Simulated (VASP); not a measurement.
Crystal: Si.

```xyz
2
Lattice="0.0000 2.7221 2.7221 2.7221 0.0000 2.7221 2.7221 2.7221 0.0000" Properties=species:S:1:pos:R:3 pbc="T T T"
Si    0.0000    0.0000    0.0000
Si    1.3611    1.3611    1.3611
```

Program: VASP 6.6.1. Alike in all runs: task single point; potentials or basis VASP PAW PBE potentials, release 64 (Si); no spin polarisation; cell as given; k mesh 4 × 4 × 4; cutoff (eV) 520; smearing gaussian 0.01 eV.

Problem. Order these runs on this cell by their pressure, lowest first.
A. level PBE-based screened hybrid with 50 % exact exchange; share of exact exchange 0.5; screening parameter 0.1 1/Å
B. level PBE-based screened hybrid with 40 % exact exchange; share of exact exchange 0.4; screening parameter 0.3 1/Å
C. level PBE-based screened hybrid with 5 % exact exchange; share of exact exchange 0.05; screening parameter 0.3 1/Å

Solution. A (-2.3 GPa), B (-0.7 GPa), C (1.5 GPa).

Caveats: all runs use coarse meshes; the PAW data sets were made with another functional, which shifts forces and pressure a little.
